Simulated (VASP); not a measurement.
# FeO (P1) in VASP: single point with PBE+U

Aim: the single point of FeO with PBE+U.

All numbers are computed with VASP 6.6.1; they aren't measurements. Logs are shortened: lines on timing, memory, paths and dates and some standing lists are left out, and cuts for length are marked.

## Step 1: The cell of the first run

The typed cell holds 4 atoms: a = 5.303 Å, b = 5.303 Å, c = 5.303 Å, α = 33.56°, β = 33.56°, γ = 33.56°.

## Step 2: Single point, PBE+U, collinear spin, antiferromagnetic start

Input file INCAR:

```
SYSTEM = FeO
PREC = Accurate ; ENCUT = 600
EDIFF = 1E-6 ; ISMEAR = -1
SIGMA = 0.1 ; LREAL = .False.
LASPH = .True. ; NELM = 200
ALGO = Normal ; ISIF = 2
LWAVE = .False. ; LCHARG = .False.
ISPIN = 2 ; MAGMOM = 3.7 -3.7 0 0
LORBIT = 11 ; LMAXMIX = 4
LDAU = .True. ; LDAUTYPE = 2
LDAUL = 2 -1 ; LDAUU = 4.6 0
LDAUJ = 0 0 ; LDAUPRINT = 1
GGA = PE ; NBANDS = 26
GGA_COMPAT = .False.
```

Input file KPOINTS:

```
regular mesh
0
Gamma
  3 3 3
  0 0 0
```

Input file POSCAR:

```
FeO
1.0
    4.3300000000      2.1650000000      2.1650000000
    2.1650000000      4.3300000000      2.1650000000
    2.1650000000      2.1650000000      4.3300000000
Fe O
2 2
Direct
    0.0000000000      0.0000000000      0.0000000000
    0.5000000000      0.5000000000      0.5000000000
    0.2570000000      0.2475000000      0.2535000000
    0.7500000000      0.7500000000      0.7500000000
```

Potentials or basis: VASP PAW PBE potentials, release 64 (Fe, O).

Started as:

```sh
$ cat potpaw_PBE.64/Fe/POTCAR potpaw_PBE.64/O/POTCAR > POTCAR
$ mpirun -np 1 vasp_std > vasp.out
```

OUTCAR:

```text
SYSTEM = FeO
   PREC = Accurate
   ENCUT = 600
   EDIFF = 1E-6
   ISMEAR = -1
   LREAL = .False.
   LASPH = .True.
   NELM = 200
   ISIF = 2
   ISPIN = 2
   LORBIT = 11
   GGA = PE

 ion  position               nearest neighbor table
   1  0.000  0.000  0.000-   3 2.13   3 2.14   3 2.15   4 2.17   4 2.17   4 2.17   2 3.06   2 3.06
                             2 3.06   2 3.06   2 3.06   2 3.06
   2  0.500  0.500  0.500-   4 2.17   4 2.17   4 2.17   3 2.18   3 2.19   3 2.20   1 3.06   1 3.06
                             1 3.06   1 3.06   1 3.06   1 3.06
   3  0.257  0.248  0.254-   1 2.13   1 2.14   1 2.15   2 2.18   2 2.19   2 2.20
   4  0.750  0.750  0.750-   2 2.17   2 2.17   2 2.17   1 2.17   1 2.17   1 2.17

  LATTYP: Found a trigonal (rhomboedric) cell.
 ALAT       =     5.3031452931
 COS(alpha) =     0.8333333333

  Lattice vectors:

 A1 = (   4.3300000000,   2.1650000000,   2.1650000000)
 A2 = (   2.1650000000,   4.3300000000,   2.1650000000)
 A3 = (   2.1650000000,   2.1650000000,   4.3300000000)

Analysis of symmetry for initial positions (statically):
=====================================================================
 Subroutine PRICEL returns:
 Original cell was already a primitive cell.

 Routine SETGRP: Setting up the symmetry group for a
 trigonal (rhombohedral) supercell.

 Subroutine GETGRP returns: Found  1 space group operations
 (whereof  1 operations were pure point group operations)
 out of a pool of 12 trial point group operations.

The static configuration has the point symmetry C_1 .

Analysis of symmetry for dynamics (positions and initial velocities):
=====================================================================
 Subroutine PRICEL returns:
 Original cell was already a primitive cell.

 Routine SETGRP: Setting up the symmetry group for a
 trigonal (rhombohedral) supercell.

 Subroutine GETGRP returns: Found  1 space group operations
 (whereof  1 operations were pure point group operations)
 out of a pool of 12 trial point group operations.

The dynamic configuration has the point symmetry C_1 .

Analysis of structural, dynamic, and magnetic symmetry:
=====================================================================
 Subroutine PRICEL returns:
 Original cell was already a primitive cell.

 Routine SETGRP: Setting up the symmetry group for a
 trigonal (rhombohedral) supercell.

 Subroutine GETGRP returns: Found  1 space group operations
 (whereof  1 operations were pure point group operations)
 out of a pool of 12 trial point group operations.

The overall configuration has the point symmetry C_1 .

 Subroutine INISYM returns: Found  1 space group operations
 (whereof  1 operations are pure point group operations),
 and found     1 'primitive' translations

----------------------------------------------------------------------------------------

                                     Primitive cell

  volume of cell :      40.5914

  direct lattice vectors                    reciprocal lattice vectors
     4.330000000  2.165000000  2.165000000     0.346420323 -0.115473441 -0.115473441
     2.165000000  4.330000000  2.165000000    -0.115473441  0.346420323 -0.115473441
     2.165000000  2.165000000  4.330000000    -0.115473441 -0.115473441  0.346420323

  length of vectors
     5.303145293  5.303145293  5.303145293     0.382982077  0.382982077  0.382982077

  position of ions in fractional coordinates (direct lattice)
     0.000000000  0.000000000  0.000000000
     0.500000000  0.500000000  0.500000000
     0.257000000  0.247500000  0.253500000
     0.750000000  0.750000000  0.750000000

  ion indices of the primitive-cell ions
   primitive index   ion index
[... 135 lines left out ...]
  o =  0.4644  v =  0.0000  0.0000  0.0000  0.0000  0.0000  0.4675 -0.7662 -0.1929  0.3003  0.2590      0.0000  0.0000  0.0000  0.0000  0.0000  0.0000  0.0000  0.0000  0.0000  0.0000
  o =  0.9695  v =  0.6307 -0.7705  0.0163  0.0901 -0.0125  0.0000  0.0000  0.0000  0.0000  0.0000      0.0000  0.0000  0.0000  0.0000  0.0000  0.0000  0.0000  0.0000  0.0000  0.0000
  o =  0.9697  v = -0.5186 -0.3324 -0.0062  0.7877 -0.0076  0.0000  0.0000  0.0000  0.0000  0.0000      0.0000  0.0000  0.0000  0.0000  0.0000  0.0000  0.0000  0.0000  0.0000  0.0000
  o =  0.9716  v =  0.5771  0.5437  0.0002  0.6094 -0.0024  0.0000  0.0000  0.0000  0.0000  0.0000      0.0000  0.0000  0.0000  0.0000  0.0000  0.0000  0.0000  0.0000  0.0000  0.0000
  o =  1.0140  v =  0.0046  0.0017 -0.6370 -0.0087 -0.7708  0.0000  0.0000  0.0000  0.0000  0.0000      0.0000  0.0000  0.0000  0.0000  0.0000  0.0000  0.0000  0.0000  0.0000  0.0000
  o =  1.0151  v = -0.0139  0.0150  0.7706 -0.0030 -0.6369  0.0000  0.0000  0.0000  0.0000  0.0000      0.0000  0.0000  0.0000  0.0000  0.0000  0.0000  0.0000  0.0000  0.0000  0.0000

atom =   2  type =  1  l = 2

 onsite density matrix

spin component  1

  0.3222 -0.1404 -0.0872 -0.1420  0.0017
 -0.1404  0.3225  0.0454 -0.1412 -0.0764
 -0.0872  0.0454  0.1307  0.0419 -0.0004
 -0.1420 -0.1412  0.0419  0.3238  0.0743
  0.0017 -0.0764 -0.0004  0.0743  0.1309

spin component  2

  0.9685  0.0009 -0.0012  0.0008 -0.0002
  0.0009  0.9686  0.0005  0.0009 -0.0010
 -0.0012  0.0005  1.0098  0.0007  0.0004
  0.0008  0.0009  0.0007  0.9684  0.0011
 -0.0002 -0.0010  0.0004  0.0011  1.0099

 occupancies and eigenvectors

  o =  0.0404  v = -0.5783 -0.5770 -0.0006 -0.5767 -0.0026  0.0000  0.0000  0.0000  0.0000  0.0000      0.0000  0.0000  0.0000  0.0000  0.0000  0.0000  0.0000  0.0000  0.0000  0.0000
  o =  0.0985  v =  0.1771 -0.2210  0.7238  0.0456 -0.6276  0.0000  0.0000  0.0000  0.0000  0.0000      0.0000  0.0000  0.0000  0.0000  0.0000  0.0000  0.0000  0.0000  0.0000  0.0000
  o =  0.1006  v =  0.1456  0.0719  0.6300 -0.2219  0.7262  0.0000  0.0000  0.0000  0.0000  0.0000      0.0000  0.0000  0.0000  0.0000  0.0000  0.0000  0.0000  0.0000  0.0000  0.0000
  o =  0.4950  v = -0.7741  0.2838  0.2772  0.4919  0.0370  0.0000  0.0000  0.0000  0.0000  0.0000      0.0000  0.0000  0.0000  0.0000  0.0000  0.0000  0.0000  0.0000  0.0000  0.0000
  o =  0.4955  v =  0.1170 -0.7297 -0.0489  0.6116  0.2781  0.0000  0.0000  0.0000  0.0000  0.0000      0.0000  0.0000  0.0000  0.0000  0.0000  0.0000  0.0000  0.0000  0.0000  0.0000
  o =  0.9676  v =  0.0000  0.0000  0.0000  0.0000  0.0000  0.4970  0.2869  0.0246 -0.8180  0.0304      0.0000  0.0000  0.0000  0.0000  0.0000  0.0000  0.0000  0.0000  0.0000  0.0000
  o =  0.9677  v =  0.0000  0.0000  0.0000  0.0000  0.0000 -0.6526  0.7448 -0.0248 -0.1354  0.0187      0.0000  0.0000  0.0000  0.0000  0.0000  0.0000  0.0000  0.0000  0.0000  0.0000
  o =  0.9703  v =  0.0000  0.0000  0.0000  0.0000  0.0000 -0.5711 -0.6018 -0.0001 -0.5582 -0.0033      0.0000  0.0000  0.0000  0.0000  0.0000  0.0000  0.0000  0.0000  0.0000  0.0000
  o =  1.0095  v =  0.0000  0.0000  0.0000  0.0000  0.0000 -0.0185  0.0247  0.7591 -0.0040 -0.6502      0.0000  0.0000  0.0000  0.0000  0.0000  0.0000  0.0000  0.0000  0.0000  0.0000
  o =  1.0104  v =  0.0000  0.0000  0.0000  0.0000  0.0000  0.0222  0.0113 -0.6500 -0.0303 -0.7589      0.0000  0.0000  0.0000  0.0000  0.0000  0.0000  0.0000  0.0000  0.0000  0.0000

 number of electron      28.0000001 magnetization       0.0796277

 Free energy of the ion-electron system (eV)
  ---------------------------------------------------
  ext. energy  EPLUGINS =         0.00000000
  ---------------------------------------------------
  free energy    TOTEN  =       -25.59909759 eV

  energy without entropy =      -25.52204065  energy(sigma->0) =      -25.56056912

 E-fermi :   6.2015     XC(G=0): -12.0379

 val. band max:        5.8632063826   @ k =   0.0000   0.0000   0.0000
 cond. band min:       6.2493208731   @ k =   0.3333   0.0000  -0.3333
 fundamental gap:      0.3861144906
 Fermi energy:         6.2015313633

 spin component 1

 k-point     1 :       0.0000    0.0000    0.0000
  band No.  band energies     occupation
      1     -14.1995      1.00000
      2     -13.0408      1.00000
      3      -2.5383      1.00000
      4      -1.2639      1.00000
      5      -1.2477      1.00000
      6       0.5559      1.00000
[... 395 lines left out ...]
     25      19.8482      0.00000
     26      20.9941      0.00000
 Fermi energy:         6.2015313633

 spin component 2

 k-point     1 :       0.0000    0.0000    0.0000
  band No.  band energies     occupation
      1     -14.1780      1.00000
      2     -13.0205      1.00000
      3      -2.4401      1.00000
      4      -1.0065      1.00000
      5      -0.9939      1.00000
      6       0.7921      1.00000
[... 395 lines left out ...]
     25      19.7208      0.00000
     26      21.0038      0.00000

------------------------ aborting loop because EDIFF is reached ----------------------------------------

  FORCE on cell =-STRESS in cart. coord.  units (eV):
  Direction    XX          YY          ZZ          XY          YZ          ZX
  --------------------------------------------------------------------------------------
  -------------------------------------------------------------------------------------
  Total       -0.0412627     -0.0716414     -0.0556317      0.3470578      0.3445966      0.3430001
  in kB       -1.6286741     -2.8277506     -2.1958316     13.6986782     13.6015344     13.5385193
  external PRESSURE =      -2.2174187 kB  Pullay stress =       0.0000000 kB

 VOLUME and BASIS-vectors are now :
 -----------------------------------------------------------------------------
  energy-cutoff  :      600.00
  volume of cell :       40.59
      direct lattice vectors                 reciprocal lattice vectors
     4.330000000  2.165000000  2.165000000     0.346420323 -0.115473441 -0.115473441
     2.165000000  4.330000000  2.165000000    -0.115473441  0.346420323 -0.115473441
     2.165000000  2.165000000  4.330000000    -0.115473441 -0.115473441  0.346420323

 POSITION                                       TOTAL-FORCE (eV/Angst)
 -----------------------------------------------------------------------------------
      0.00000      0.00000      0.00000         0.104779      0.042638      0.080771
      4.33000      4.33000      4.33000         0.082118      0.035906      0.065916
      2.19748      2.17691      2.18990        -0.201274     -0.095345     -0.162261
      6.49500      6.49500      6.49500         0.014377      0.016801      0.015574
 -----------------------------------------------------------------------------------
    total drift:                                0.000072      0.000046      0.000040

  FREE ENERGIE OF THE ION-ELECTRON SYSTEM (eV)
  ---------------------------------------------------
  free  energy   TOTEN  =       -25.5990975931 eV

  energy  without entropy=      -25.5220406489  energy(sigma->0) =      -25.56056912

 total charge

# of ion       s       p       d       tot
------------------------------------------
    1        0.291   0.364   6.107   6.763
    2        0.279   0.342   6.133   6.753
    3        1.550   3.454   0.000   5.004
    4        1.550   3.453   0.000   5.003
--------------------------------------------------
tot          3.671   7.613  12.240  23.524

 magnetization (x)

# of ion       s       p       d       tot
------------------------------------------
    1        0.011   0.010   3.744   3.765
    2       -0.010  -0.009  -3.690  -3.710
    3        0.001   0.015   0.000   0.015
    4        0.000   0.007   0.000   0.007
--------------------------------------------------
tot          0.001   0.022   0.054   0.078
```

Run time: 88 s. Hardware: 1 thread of Intel Xeon 6975P-C (Granite Rapids), shared host; peak memory 0.32 GiB.

What came out:

```
Free energy                                           : -25.5991 eV
Pressure                                              : -0.2 GPa
Largest force                                         : 0.276 eV/Å
Net moment                                            : 0.08 μB per cell
Site moments                                          : Fe +3.77, -3.71; O +0.01 μB
Valence electrons inside the program's atomic spheres : Fe 6.76, 6.75; O 5.00
```

Forces in eV/Å, atoms in the order of the input:
```
Fe   0.105  0.043  0.081
Fe   0.082  0.036  0.066
O   -0.201 -0.095 -0.162
O    0.014  0.017  0.016
```

Levels at points of the mesh, in eV from the Fermi level:
Spin up:
```
           k point  band 10  band 11  band 12  band 13  band 14  band 15  band 16  band 17  band 18  band 19
(0.00, 0.00, 0.00)    -3.51    -3.51    -2.94    -2.91    -0.38    -0.37     0.33     2.06     3.13     3.14
```
Spin down:
| k point | band 10 | band 11 | band 12 | band 13 | band 14 | band 15 | band 16 | band 17 | band 18 | band 19 |
| --- | --- | --- | --- | --- | --- | --- | --- | --- | --- | --- |
| (0.00, 0.00, 0.00) | -3.50 | -3.49 | -3.08 | -3.05 | -0.35 | -0.34 | 0.32 | 2.03 | 3.06 | 3.07 |

Eigenvalues of the final occupation matrices:
| site | spin | trace | eigenvalues |
| --- | --- | --- | --- |
| site 1 d | 1 | 4.94 | 0.97 0.97 0.97 1.01 1.02 |
| site 1 d | 2 | 1.19 | 0.04 0.11 0.11 0.46 0.46 |
| site 2 d | 1 | 1.23 | 0.04 0.10 0.10 0.50 0.50 |
| site 2 d | 2 | 4.93 | 0.97 0.97 0.97 1.01 1.01 |

Caveat: the k points lie up to 0.80 Å⁻¹ apart. The state reached can hang on the start; a lower one may exist.
